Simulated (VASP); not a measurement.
Here is a VASP 6.6.1 calculation.

Contents of INCAR:

```
SYSTEM = TlSbO2
ALGO = Normal
EDIFF = 1E-7
EDIFFG = -0.01
ENCUT = 600
GGA = PS
IBRION = 2
ISIF = 3
ISMEAR = -1
LASPH = .TRUE.
LCHARG = .FALSE.
LREAL = .FALSE.
LWAVE = .FALSE.
NELM = 100
NSW = 100
PREC = Accurate
SIGMA = 0.03
```

KPOINTS

```
k-points
0
G
  8 8 8
  0 0 0
```

POSCAR

```
TlSbO2
1.0
    1.4644453674      0.8454979271      4.7828585419
   -1.4644453674      0.8454979271      4.7828585419
    0.0000000000     -1.6909958542      4.7828585419
Tl Sb O
1 1 2
Direct
    1.0000000000      0.0000000000      0.0000000000
    0.5000000000      0.5000000000      0.5000000000
    0.2500000000      0.2500000000      0.2500000000
    0.7500000000      0.7500000000      0.7500000000
```

Potentials or basis: VASP PAW PBE potentials, release 64 (Tl_d, Sb, O).

Run with:

```sh
$ cat potpaw_PBE.64/Tl_d/POTCAR potpaw_PBE.64/Sb/POTCAR potpaw_PBE.64/O/POTCAR > POTCAR
$ mpirun -np 1 vasp_std > vasp.out
```

Question: What does it give for the relaxed volume?

Answer: 16.23 Å³/atom.

Question: What does it give for the band gap on the k mesh?

Answer: Zero (band 15 reaches 7.33 eV, above the bottom of band 16 at 7.23 eV).

Forces in eV/Å, atoms in the order of the input:
```
Tl   0.000  0.000  0.000
Sb   0.000  0.000  0.000
O    0.000  0.000 -0.004
O    0.000  0.000  0.004
```

Caveat: the volume moved by over 15 % at a fixed basis, so the end points are rough; the PAW data sets were made with another functional, which shifts forces and pressure a little; spin-orbit coupling is left out, which moves the levels of the heavy elements.
